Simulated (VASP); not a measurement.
Input of a VASP 6.6.1 run:

INCAR

```
  PREC = Accurate
  ENCUT = 520
  EDIFF = 1E-6
  ISMEAR = -1
  SIGMA = 0.05
  LREAL = Auto
  LASPH = True
  NELM = 100
  ALGO = Normal
  ISIF = 2
  LWAVE = False
  LCHARG = False
  GGA = PE
  IVDW = 12
  NBANDS = 73
```

KPOINTS

```
regular mesh
0
Gamma
  2 2 1
```

POSCAR

```
BaTiO3
1.0
    5.6539852063     -0.0000002887      0.0000000000
   -2.8269923532      4.8964949656      0.0000000000
    0.0000000000      0.0000000000     18.7059040000
Ba Ti O
3 3 9
Direct
    0.0000000000      0.0000000000      0.0534591000
    0.6666666667      0.3333333333      0.1609254995
    0.3333333333      0.6666666667      0.3010900435
    0.3333333333      0.6666666667      0.1106588000
    0.0000000000      0.0000000000      0.2412063411
    0.6666666667      0.3333333333      0.3581935515
    0.4972000000      0.9944000000      0.0585520000
    0.0056000000      0.5028000000      0.0585520000
    0.4972000000      0.5028000000      0.0585520000
    0.1633133215      0.3266266431      0.1948629391
    0.6733733569      0.8366866785      0.1948629391
    0.1633133215      0.8366866785      0.1948629391
    0.8345724282      0.6691448564      0.3255940394
    0.3308551436      0.1654275718      0.3255940394
    0.8345724282      0.1654275718      0.3255940394
```

Potentials or basis: VASP PAW PBE potentials, release 64 (Ba_sv, Ti_sv, O).

The run is started by

```sh
$ cat potpaw_PBE.64/Ba_sv/POTCAR potpaw_PBE.64/Ti_sv/POTCAR potpaw_PBE.64/O/POTCAR > POTCAR
$ mpirun -np 1 vasp_std > vasp.out
```

(1) What does it give for the largest force?

(2) Predict the dispersion energy per atom.

## Answers

(1) 3.815 eV/Å.

(2) -0.170 eV.

Caveat: the k points lie up to 0.64 Å⁻¹ apart.
